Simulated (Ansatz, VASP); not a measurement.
# Two plane-wave programs on CaB2

Contents of INCAR:

```
PREC = Accurate
ENCUT = 520
EDIFF = 1E-6
ISMEAR = 0
SIGMA = 0.1
LREAL = F
LASPH = T
NELM = 60
ALGO = Normal
ISIF = 2
LWAVE = F
LCHARG = F
GGA = PS
NBANDS = 15
```

Contents of KPOINTS:

```
regular mesh
0
Gamma
  12 12 8
```

The input POSCAR:

```
CaB2
1.0
    3.3707485109      0.0000000000      0.0000000000
   -1.6853742554      2.9191538402      0.0000000000
    0.0000000000      0.0000000000      4.3103373242
Ca B
1 2
Direct
    0.0000000000      0.0000000000      0.0193334391
    0.3333333300      0.6666666700      0.4653062075
    0.6666666700      0.3333333300      0.5153603534
```

Input for Ansatz:

```yaml
crystal:
  lattice:
    - [3.3707485109, 0.0, 0.0]
    - [-1.6853742554, 2.9191538402, 0.0]
    - [0.0, 0.0, 4.3103373242]
  atoms:
    - { symbol: Ca, position: [0.0, 0.0, 0.0193334391] }
    - { symbol: B, position: [0.33333333, 0.66666667, 0.4653062075] }
    - { symbol: B, position: [0.66666667, 0.33333333, 0.5153603534] }
basis:
  ecutwfc: 420
kpoints:
  mp_grid: { grid: [12, 12, 8] }
hamiltonian:
  xc: pbesol
scf:
  occupations: { method: gaussian, width: 0.1 }
output:
  forces: true
  stress: true
  eigenvalues: true
```

Alike in both runs: task single point; functional PBEsol; k mesh 12 × 12 × 8; occupations gaussian, width 0.1 eV; no spin polarisation.

|  | VASP | Ansatz |
| --- | --- | --- |
| version | VASP 6.6.1 | Ansatz 0.2.0 |
| potentials or method | VASP PAW PBE potentials, release 64 (Ca_sv, B), cutoff 520 eV | scalar-relativistic, plane waves, PAW |
| valence electrons in the cell | 16 | 16 |

```tsv
	VASP	Ansatz	Ansatz less VASP
gap on the k mesh at the Fermi level (eV)	none	none	-
pressure (GPa)	-14.7	-14.9	-0.21
traceless stress, the component that is largest in VASP (GPa)	-0.87	-0.93	-0.060
rms of the force components (eV/Å)	0.708	0.706	-0.0021
```

VASP's potentials were made for PBE, not for PBEsol. Atom by atom the forces differ by 0.004 eV/Å (rms over components). A gap of «none» marks a metal or a gap that the smearing closes. The functional is the same, so the differences come from potentials, cutoffs and numerics.
